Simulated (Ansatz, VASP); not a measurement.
**Two plane-wave programs on Sn**

```xyz
2
Lattice="3.3420 0.0000 0.0000 -1.6710 2.8943 0.0000 0.0000 0.0000 5.4266" Properties=species:S:1:pos:R:3 pbc="T T T"
Sn    0.0000    1.9295    1.3566
Sn    1.6710    0.9648    4.0699
```

Alike in both runs: functional PBEsol; k mesh 12 × 12 × 8; occupations gaussian, width 0.1 eV; no spin polarisation.

Ansatz relaxed the structure, and its values are those at the end. VASP's run is a single point on that final structure, the one shown.

|  | VASP | Ansatz |
| --- | --- | --- |
| version | VASP 6.6.1 | Ansatz 0.2.0 |
| potentials or method | VASP PAW PBE potentials, release 64 (Sn_d), cutoff 520 eV | scalar-relativistic, plane waves, PAW |
| valence electrons in the cell | 28 | 28 |

VASP gave:

| Item | Value |
| --- | --- |
| gap on the k mesh at the Fermi level (eV) | none |
| pressure (GPa) | -0.1 |

Task: What did Ansatz give for the same quantities?

Result: gap on the k mesh at the Fermi level (eV): none; pressure (GPa): 0.0.

VASP's potentials were made for PBE, not for PBEsol. A gap of «none» marks a metal or a gap that the smearing closes. With one functional, cell and mesh, what is left measures potentials, basis and numerics.
